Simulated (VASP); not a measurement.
Rb: single point with PBE

Crystal: Rb.

```
Rb
1.0
    -2.80250    2.80250    2.80250
     2.80250   -2.80250    2.80250
     2.80250    2.80250   -2.80250
Rb
1
Direct
  0.00000 0.00000 0.00000
```

| Quantity | Value |
| --- | --- |
| Program | VASP 6.6.1 |
| Task | single point |
| Functional | PBE |
| Potentials or basis | VASP PAW PBE potentials, release 64 (Rb_sv) |
| Cutoff | 520 eV |
| k mesh | 7 × 7 × 7 |
| Occupations | gaussian, width 0.01 eV |
| Spin | collinear spin |
| Starting moments | [0.5] μB |
| Dipole correction | no |
| Further INCAR settings | ALGO = Fast; EDIFF = 1e-06; NBANDS = 14 |

```json
{"Pressure": "0.1 GPa", "Net moment": "-0.03 μB per cell", "Valence electrons inside the program's atomic spheres": "Rb 7.29"}
```

Levels at points of the mesh, in eV from the Fermi level:
Spin up:
```csv
k point,band 1,band 2,band 3,band 4,band 5,band 6,band 7,band 8,band 9,band 10
"(0.00, 0.00, 0.00)",-28.85,-12.89,-12.89,-12.89,-1.96,3.75,3.75,3.75,4.71,4.71
```
Spin down:
```csv
k point,band 3,band 4,band 5,band 6,band 7,band 8
"(0.00, 0.00, 0.00)",-12.89,-12.89,-2.00,3.74,3.74,3.74
```

Run time: 48 s on 1 thread of Oxide Virtual Turin-like Processor (shared host), peak memory 0.21 GiB.
